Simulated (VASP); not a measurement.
# ReOs3C in VASP: a series of runs

Runs on ReOs3C. Level: PBE. Tasks: single point.

All numbers are computed with VASP 6.6.1; they aren't measurements. Logs are shortened: lines on timing, memory, paths and dates and some standing lists are left out, and cuts for length are marked.

## (1) The cell of the first run

The typed cell holds 5 atoms: a = 4.109 Å, b = 3.988 Å, c = 4.109 Å, α = 89.89°, β = 90.52°, γ = 90.13°.

## (2) Single point, PBE

The input, INCAR:

```
SYSTEM = ReOs3C
ALGO     = Normal         ! electronic algorithm
EDIFF    = 1E-6           ! SCF threshold, eV
ENCUT    = 600            ! plane-wave cutoff, eV
GGA      = PE             ! functional
GGA_COMPAT= .FALSE.      
ISIF     = 2              ! what is computed and relaxed
ISMEAR   = 0              ! smearing method
LASPH    = .TRUE.         ! aspherical terms in the spheres
LCHARG   = .TRUE.         ! write CHGCAR
LELF     = .TRUE.         ! ELF
LREAL    = .FALSE.        ! projectors in reciprocal space
LVHAR    = .TRUE.       
LWAVE    = .FALSE.        ! write WAVECAR
NBANDS   = 42             ! bands
NELM     = 120            ! most SCF steps
PREC     = Accurate       ! precision mode
SIGMA    = 0.1            ! smearing width, eV
```

The input, KPOINTS:

```
k-points
0
G
  6 6 6
  0 0 0
```

The input, POSCAR:

```
ReOs3C
1.0
    4.1086207510     -0.0037541477     -0.0183272013
   -0.0054994404      3.9878117232      0.0042452255
   -0.0189578529      0.0032881884      4.1092088341
Re Os C
1 3 1
Direct
    0.0036937525     -0.0002472497     -0.0040864589
   -0.0033623336      0.5014408761      0.5501601729
    0.5656391227     -0.0004540860      0.4343880833
    0.4499494134      0.5000920108      0.0034979333
    0.4840800450      0.4991684487      0.5160402695
```

Potentials or basis: VASP PAW PBE potentials, release 64 (Re_sv_GW, Os_sv_GW, C).

Run with:

```bash
$ cat potpaw_PBE.64/Re_sv_GW/POTCAR potpaw_PBE.64/Os_sv_GW/POTCAR potpaw_PBE.64/C/POTCAR > POTCAR
$ mpirun -np 1 vasp_std > vasp.out
```

OUTCAR:

```text
SYSTEM = ReOs3C
   EDIFF = 1E-6
   ENCUT = 600
   GGA = PE
   ISIF = 2
   ISMEAR = 0
   LASPH = .TRUE.
   LREAL = .FALSE.
   NELM = 120
   PREC = Accurate

 ion  position               nearest neighbor table
   1  0.004  1.000  0.996-   3 2.56   2 2.71   4 2.71   2 2.71   4 2.71   3 2.91   3 2.92   2 3.02
                             4 3.02   4 3.03   2 3.03   3 3.28
   2  0.997  0.501  0.550-   5 2.01   5 2.11   4 2.62   3 2.70   1 2.71   3 2.71   1 2.71   4 2.93
                             4 2.93   1 3.02   1 3.03   3 3.10   3 3.12   4 3.16
   3  0.566  1.000  0.434-   5 2.05   5 2.05   1 2.56   2 2.70   4 2.71   4 2.71   2 2.71   1 2.91
                             1 2.92   2 3.10   4 3.11   4 3.12   2 3.12   1 3.28
   4  0.450  0.500  0.003-   5 2.01   5 2.11   2 2.62   3 2.71   3 2.71   1 2.71   1 2.71   2 2.93
                             2 2.93   1 3.02   1 3.03   3 3.11   3 3.12   2 3.16
   5  0.484  0.499  0.516-   2 2.01   4 2.01   3 2.05   3 2.05   2 2.11   4 2.11

  LATTYP: Found a triclinic cell.
 ALAT       =     5.7322851085
 B/A-ratio  =     0.6956768024
 C/A-ratio  =     1.0091121577
 COS(alpha) =     0.0003026886
 COS(beta)  =     0.5046934735
 COS(gamma) =     0.6973235606

  Lattice vectors:

 A1 = (  -4.1141201914,   3.9915658709,   0.0225724268)
 A2 = (  -0.0054994404,   3.9878117232,   0.0042452255)
 A3 = (  -4.0896628981,   0.0004659593,  -4.0908816328)

Analysis of symmetry for initial positions (statically):
=====================================================================
 Subroutine PRICEL returns:
 Original cell was already a primitive cell.

 Routine SETGRP: Setting up the symmetry group for a
 triclinic supercell.

 Subroutine GETGRP returns: Found  1 space group operations
 (whereof  1 operations were pure point group operations)
 out of a pool of  2 trial point group operations.

The static configuration has the point symmetry C_1 .

Analysis of symmetry for dynamics (positions and initial velocities):
=====================================================================
 Subroutine PRICEL returns:
 Original cell was already a primitive cell.

 Routine SETGRP: Setting up the symmetry group for a
 triclinic supercell.

 Subroutine GETGRP returns: Found  1 space group operations
 (whereof  1 operations were pure point group operations)
 out of a pool of  2 trial point group operations.

The dynamic configuration has the point symmetry C_1 .

 Subroutine INISYM returns: Found  1 space group operations
 (whereof  1 operations are pure point group operations),
 and found     1 'primitive' translations

----------------------------------------------------------------------------------------

                                     Primitive cell

  volume of cell :      67.3254

  direct lattice vectors                    reciprocal lattice vectors
     4.108620751 -0.003754148 -0.018327201     0.243395994  0.000334463  0.001122641
    -0.005499440  3.987811723  0.004245225     0.000228239  0.250764623 -0.000199609
    -0.018957853  0.003288188  4.109208834     0.001085318 -0.000257573  0.243361061

  length of vectors
     4.108663342  3.987817775  4.109253881     0.243398813  0.250764806  0.243363618

  position of ions in fractional coordinates (direct lattice)
     0.003693752  0.999752750  0.995913541
     0.996637666  0.501440876  0.550160173
     0.565639123  0.999545914  0.434388083
     0.449949413  0.500092011  0.003497933
     0.484080045  0.499168449  0.516040270

  ion indices of the primitive-cell ions
   primitive index   ion index
                 1           1
                 2           2
                 3           3
                 4           4
                 5           5

----------------------------------------------------------------------------------------

 KPOINTS: k-points

Automatic generation of k-mesh.
 Grid dimensions read from file:
 generate k-points for:    6    6    6

 Generating k-lattice:

  Cartesian coordinates                     Fractional coordinates (reciprocal lattice)
     0.040565999  0.000055744  0.000187107     0.166666667  0.000000000  0.000000000
     0.000038040  0.041794104 -0.000033268    -0.000000000  0.166666667  0.000000000
     0.000180886 -0.000042929  0.040560177    -0.000000000  0.000000000  0.166666667

  Length of vectors
     0.040566469  0.041794134  0.040560603

  Shift w.r.t. Gamma in fractional coordinates (k-lattice)
     0.000000000  0.000000000  0.000000000

 Subroutine IBZKPT returns following result:
 ===========================================

 Found    112 irreducible k-points:

 Following reciprocal coordinates:
            Coordinates               Weight
  0.000000  0.000000  0.000000      1.000000
  0.166667  0.000000 -0.000000      2.000000
  0.333333 -0.000000 -0.000000      2.000000
  0.500000  0.000000  0.000000      1.000000
  0.000000  0.166667  0.000000      2.000000
  0.166667  0.166667 -0.000000      2.000000
[... 16 lines left out ...]
  0.333333 -0.000000  0.166667      2.000000
  0.500000  0.000000  0.166667      2.000000
 [... further k-points ...]
   k-points           NKPTS =    112   k-points in BZ     NKDIM =    112   number of bands    NBANDS=     42
   number of dos      NEDOS =    301   number of ions     NIONS =      5
   total plane-waves  NPLWV =  41472
   dimension x,y,z NGX =    36 NGY =   32 NGZ =   36
   dimension x,y,z NGXF=    72 NGYF=   64 NGZF=   72
   ions per type =               1   3   1
   NGX,Y,Z   is equivalent  to a cutoff of  14.57, 13.34, 14.56 a.u.
   NGXF,Y,Z  is equivalent  to a cutoff of  29.13, 26.68, 29.13 a.u.
 SYSTEM =  ReOs3C
   PREC   = accura    normal or accurate (medium, high low for compatibility)
   ISTART =      0    job   : 0-new  1-cont  2-samecut
   ICHARG =      2    charge: 1-file 2-atom 10-const
   ISPIN  =      1    spin polarized calculation?
   LNONCOLLINEAR =      F non collinear calculations
   LSORBIT =      F    spin-orbit coupling
   LASPH  =      T    aspherical Exc in radial PAW
   ENCUT  =  600.0 eV  44.10 Ry    6.64 a.u.   8.21  7.96  8.21*2*pi/ulx,y,z
   NELM   =    120;   NELMIN=  2; NELMDL= -5     # of ELM steps
   EDIFF  = 0.1E-05   stopping-criterion for ELM
   LREAL  =      F    real-space projection
   EDIFFG = 0.1E-04   stopping-criterion for IOM
   NSW    =      0    number of steps for IOM
   IBRION =     -1    ionic relax: 0-MD 1-quasi-New 2-CG
   NFREE  =      0    steps in history (QN), initial steepest desc. (CG)
   ISIF   =      2    stress and relaxation
   ISYM   =      2    0-nonsym 1-usesym 2-fastsym
   POTIM  = 0.5000    time-step for ionic-motion
   TEBEG  =    0.0;   TEEND  =   0.0 temperature during run
   PSTRESS=    0.0 pullay stress
   NELECT =      67.0000    total number of electrons
   NUPDOWN=      -1.0000    fix difference up-down
   EMIN   =  10.00;   EMAX   =-10.00  energy-range for DOS
   EFERMI =   0.00;   METHOD = LEGACY
   ISMEAR =     0;   SIGMA  =   0.10  broadening in eV -4-tet -1-fermi 0-gaus
   EFERMI_NEDOS =   21; number of points for ismear=-14 and -15
   IALGO  =     38    algorithm
   IMIX   =      4    mixing-type and parameters
     AMIX     =   0.40;   BMIX     =  1.00
     AMIX_MAG =   1.60;   BMIX_MAG =  1.00
  volume/ion in A,a.u.               =      13.47        90.87
  Fermi-wavevector in a.u.,A,eV,Ry     =   1.634457  3.088675 36.347265  2.671449
  Thomas-Fermi vector in A             =   2.726093
   LORBIT       =      0    0 simple, 1 ext, 2 COOP (PROOUT), +10 PAW based schemes
   GGA     = PE    functional components
   LHFCALC =     F    Hartree Fock is set to
   AEXX    =    0.0000 exact exchange contribution
   IVDW    =     0    specifies the selected vdW correction
   LEPSILON=     F    determine dielectric tensor
   LRPA    =     F    only Hartree local field effects (RPA)
 non-spin polarized calculation
 Gauss-broadening in eV      SIGMA  =   0.10
  energy-cutoff  :      600.00
  volume of cell :       67.33
 maximum number of plane-waves:      2271
 NGX is ok and might be reduce to    36
   NGX = 17   NGY = 15   NGZ = 17

 number of electron      67.0000004 magnetization

 Free energy of the ion-electron system (eV)
  ---------------------------------------------------
  ext. energy  EPLUGINS =         0.00000000
  ---------------------------------------------------
  free energy    TOTEN  =       -57.37594834 eV

  energy without entropy =      -57.35384024  energy(sigma->0) =      -57.36489429

 E-fermi :  12.4311     XC(G=0): -13.8623

 val. band max:       12.4172175897   @ k =   0.3333   0.1667   0.3333
 cond. band min:      12.4385870968   @ k =   0.1667   0.5000   0.3333
 fundamental gap:      0.0213695071
 Fermi energy:        12.4310604226

 k-point     1 :       0.0000    0.0000    0.0000
  band No.  band energies     occupation
      1     -74.5034      2.00000
      2     -74.4393      2.00000
      3     -74.4159      2.00000
      4     -68.0766      2.00000
      5     -34.2820      2.00000
      6     -34.2714      2.00000
[... 34 lines left out ...]
     41      16.8709      0.00000
     42      17.4333      0.00000

 k-point     2 :       0.1667    0.0000   -0.0000
  band No.  band energies     occupation
      1     -74.5015      2.00000
      2     -74.4411      2.00000
      3     -74.4157      2.00000
      4     -68.0765      2.00000
      5     -34.2859      2.00000
      6     -34.2631      2.00000
[... 34 lines left out ...]
     41      16.8785      0.00000
     42      17.7334      0.00000

 k-point     3 :       0.3333   -0.0000   -0.0000
  band No.  band energies     occupation
      1     -74.4977      2.00000
      2     -74.4452      2.00000
      3     -74.4155      2.00000
      4     -68.0766      2.00000
      5     -34.2875      2.00000
      6     -34.2458      2.00000
[... 897 lines left out ...]
      4     -68.0766      2.00000
      5     -34.3039      2.00000
      6     -34.2377      2.00000
[... 34 lines left out ...]
     41      17.0728      0.00000
     42      18.4389      0.00000

 k-point    24 :       0.5000    0.0000    0.1667
  band No.  band energies     occupation
      1     -74.4955      2.00000
      2     -74.4454      2.00000
      3     -74.4173      2.00000
      4     -68.0766      2.00000
      5     -34.3069      2.00000
      6     -34.2314      2.00000
[... 34 lines left out ...]
     41      17.0628      0.00000
     42      18.4583      0.00000

 [... further k-points ...]

------------------------ aborting loop because EDIFF is reached ----------------------------------------

  FORCE on cell =-STRESS in cart. coord.  units (eV):
  Direction    XX          YY          ZZ          XY          YZ          ZX
  --------------------------------------------------------------------------------------
  -------------------------------------------------------------------------------------
  Total       -0.1961198     -0.2027669     -0.2048209     -0.0078286     -0.0028442      0.0046550
  in kB       -4.6671635     -4.8253463     -4.8742268     -0.1863009     -0.0676838      0.1107765
  external PRESSURE =      -4.7889122 kB  Pullay stress =       0.0000000 kB

 VOLUME and BASIS-vectors are now :
 -----------------------------------------------------------------------------
  energy-cutoff  :      600.00
  volume of cell :       67.33
      direct lattice vectors                 reciprocal lattice vectors
     4.108620751 -0.003754148 -0.018327201     0.243395994  0.000334463  0.001122641
    -0.005499440  3.987811723  0.004245225     0.000228239  0.250764623 -0.000199609
    -0.018957853  0.003288188  4.109208834     0.001085318 -0.000257573  0.243361061

 POSITION                                       TOTAL-FORCE (eV/Angst)
 -----------------------------------------------------------------------------------
     -0.00920      3.99009      4.09659         0.005827      0.000958     -0.004205
      4.08162      1.99772      2.24459        -0.011256     -0.003165     -0.005660
      2.31026      3.98531      1.77887        -0.007378     -0.000383      0.005616
      1.84585      1.99260      0.00825         0.005030      0.003928      0.012375
      1.97637      1.99047      2.11376         0.007777     -0.001338     -0.008127
 -----------------------------------------------------------------------------------
    total drift:                                0.000207      0.000017     -0.000162

  FREE ENERGIE OF THE ION-ELECTRON SYSTEM (eV)
  ---------------------------------------------------
  free  energy   TOTEN  =       -57.3759483372 eV

  energy  without entropy=      -57.3538402375  energy(sigma->0) =      -57.36489429
```

It took 3.9 min on 1 thread of Intel Xeon 6975P-C (Granite Rapids), shared host; peak memory 0.48 GiB.

Results:

```
Free energy            : -57.3759 eV
Pressure               : -0.5 GPa
Largest force          : 0.014 eV/Å
Band gap on the k mesh : zero (an odd number of electrons rules out a gap without spin polarisation)
```

Forces on the atoms (eV/Å):
```
Re   0.006  0.001 -0.004
Os  -0.011 -0.003 -0.006
Os  -0.007  0.000  0.006
Os   0.005  0.004  0.012
C    0.008 -0.001 -0.008
```

Levels at points of the mesh, in eV from the Fermi level:
```csv
k point,band 32,band 33,band 34,band 35,band 36,band 37
"(0.00, 0.00, 0.00)",0.15,0.35,1.36,1.50,1.71,1.82
"(0.50, 0.00, 0.00)",-0.91,-0.86,-0.49,0.70,1.09,1.10
"(0.00, 0.50, 0.00)",-1.27,-1.26,-0.67,-0.04,0.07,1.03
"(0.50, 0.50, 0.00)",-1.28,-1.26,-0.61,-0.60,0.47,1.39
"(0.00, 0.00, 0.50)",-0.91,-0.86,-0.48,0.70,1.09,1.10
"(0.50, 0.00, 0.50)",-1.68,-0.54,-0.52,-0.36,0.84,0.90
"(0.00, 0.50, 0.50)",-1.27,-1.26,-0.61,-0.60,0.47,1.38
"(0.50, 0.50, 0.50)",-0.92,0.40,0.60,0.76,0.77,0.87
```

Caveat: spin-orbit coupling is left out, which moves the levels of the heavy elements.

## (3) Single point, PBE

The input, INCAR:

```
  PREC = Accurate
  ENCUT = 520
  EDIFF = 1E-7
  ISMEAR = 0
  SIGMA = 0.1
  LREAL = F
  LASPH = T
  NELM = 80
  ALGO = Normal
  ISIF = 2
  LWAVE = F
  LCHARG = T
  GGA = PE
  LELF = T
  LVHAR = T
  NBANDS = 26
```

The input, KPOINTS:

```
regular mesh
0
Gamma
  10 10 10
```

The input, POSCAR:

```
ReOs3C
1.0
    3.9899941353      0.0000000000      0.0000000000
    0.0000000000      2.8931097221      2.9144123972
    0.0000000000     -2.8931097221      2.9144123972
Re Os C
1 3 1
Direct
    0.5000000000      0.9949075237      0.9949075237
    0.0000000000      0.0033254789      0.5499306436
    0.5000000000      0.4354271507      0.4354271507
    0.0000000000      0.5499306436      0.0033254789
    0.0000000000      0.5154144304      0.5154144304
```

Potentials or basis: VASP PAW PBE potentials, release 64 (Re, Os, C).

Run with:

```bash
$ cat potpaw_PBE.64/Re/POTCAR potpaw_PBE.64/Os/POTCAR potpaw_PBE.64/C/POTCAR > POTCAR
$ mpirun -np 1 vasp_std > vasp.out
```

It took 2.6 min on 1 thread of Intel Xeon 6975P-C (Granite Rapids), shared host; peak memory 0.43 GiB.

Results (log left out):

```
Free energy            : -52.3232 eV
Pressure               : 1.0 GPa
Largest force          : 0.117 eV/Å
Band gap on the k mesh : zero (an odd number of electrons rules out a gap without spin polarisation)
```

Forces in eV/Å, atoms in the order of the input:
```
Re   0.000  0.000  0.014
Os   0.000 -0.006  0.071
Os   0.000  0.000 -0.117
Os   0.000  0.006  0.071
C    0.000  0.000 -0.039
```

Stress tensor (GPa, compression positive):
```
1.01 0.00 0.00
0.00 1.09 0.00
0.00 0.00 0.98
```

Levels at points of the mesh, in eV from the Fermi level:
| k point | band 14 | band 15 | band 16 | band 17 | band 18 | band 19 | band 20 | band 21 | band 22 | band 23 |
| --- | --- | --- | --- | --- | --- | --- | --- | --- | --- | --- |
| (0.00, 0.00, 0.00) | -1.10 | -0.47 | 0.17 | 0.36 | 1.37 | 1.48 | 1.69 | 1.81 | 2.38 | 2.43 |
| (0.50, 0.00, 0.00) | -1.74 | -1.46 | -1.22 | -1.19 | -0.66 | -0.01 | 0.07 | 1.03 | 1.04 | 1.95 |
| (0.00, 0.50, 0.00) | -2.13 | -1.95 | -0.90 | -0.87 | -0.51 | 0.69 | 1.08 | 1.09 | 1.44 | 2.54 |
| (0.50, 0.50, 0.00) | -2.45 | -1.60 | -1.28 | -1.24 | -0.61 | -0.59 | 0.44 | 1.41 | 1.67 | 2.41 |
| (0.00, 0.50, 0.50) | -2.09 | -1.82 | -1.69 | -0.53 | -0.52 | -0.37 | 0.84 | 0.92 | 1.93 | 2.30 |
| (0.50, 0.50, 0.50) | -1.22 | -0.93 | -0.92 | 0.42 | 0.60 | 0.76 | 0.77 | 0.88 | 1.31 | 1.85 |

Caveat: spin-orbit coupling is left out, which moves the levels of the heavy elements.
